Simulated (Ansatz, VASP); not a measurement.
## Sn in VASP and in Ansatz

Contents of POSCAR:

```
Sn
1.0
   -1.7967215098      1.7967215098      1.7967215098
    1.7967215098     -1.7967215098      1.7967215098
    1.7967215098      1.7967215098     -1.7967215098
Sn
1
Direct
    0.0000000000      0.0000000000      0.0000000000
```

INCAR.step1

```
PREC     = Accurate       # precision mode
ENCUT    = 520            # plane-wave cutoff, eV
ISMEAR   = 0              # smearing method
SIGMA    = 0.15           # smearing width, eV
LREAL    = F              # projectors in reciprocal space
LASPH    = T              # aspherical terms in the spheres
NELM     = 60             # most SCF steps
NBANDS   = 13             # bands
GGA      = PE             # functional
ALGO     = Normal         # electronic algorithm
EDIFF    = 1E-4           # SCF threshold, eV
LWAVE    = T              # write WAVECAR
LCHARG   = F              # write CHGCAR
```

INCAR.step2

```
PREC     = Accurate       # precision mode
ENCUT    = 520            # plane-wave cutoff, eV
EDIFF    = 1E-6           # SCF threshold, eV
ISMEAR   = 0              # smearing method
SIGMA    = 0.15           # smearing width, eV
LREAL    = F              # projectors in reciprocal space
LASPH    = T              # aspherical terms in the spheres
NELM     = 60             # most SCF steps
ALGO     = Normal         # electronic algorithm
ISIF     = 2              # what is computed and relaxed
LWAVE    = F              # write WAVECAR
LCHARG   = F              # write CHGCAR
METAGGA  = R2SCAN         # meta-GGA
LMIXTAU  = T            
NBANDS   = 13             # bands
ISTART   = 1
```

The input KPOINTS:

```
regular mesh
0
Gamma
  22 22 22
```

Input for Ansatz:

```yaml
crystal:
  lattice:
    - [-1.7967215098, 1.7967215098, 1.7967215098]
    - [1.7967215098, -1.7967215098, 1.7967215098]
    - [1.7967215098, 1.7967215098, -1.7967215098]
  atoms:
    - { symbol: Sn, position: [0.0, 0.0, 0.0] }
basis:
  ecutwfc: 500
kpoints:
  mp_grid: { grid: [22, 22, 22] }
hamiltonian:
  xc: r2scan
scf:
  occupations: { method: gaussian, width: 0.15 }
output:
  forces: true
  stress: true
  eigenvalues: true
```

Change from the starting cell: strain -0.050 along x and y, -0.050 along z, atoms carried along.

Alike in both runs: task single point; functional r2SCAN; k mesh 22 × 22 × 22; occupations gaussian, width 0.15 eV; no spin polarisation.

|  | VASP | Ansatz |
| --- | --- | --- |
| version | VASP 6.6.1 | Ansatz 0.2.0 |
| potentials or method | VASP PAW PBE potentials, release 64 (Sn_d), cutoff 520 eV | scalar-relativistic, plane waves, PAW |
| valence electrons in the cell | 14 | 14 |

|  | VASP | Ansatz | Ansatz less VASP |
| --- | --- | --- | --- |
| gap on the k mesh at the Fermi level (eV) | none | none | - |
| pressure (GPa) | 11.1 | 11.1 | -0.08 |

VASP's potentials were made for PBE, not for r2SCAN. A gap of «none» marks a metal or a gap that the smearing closes.
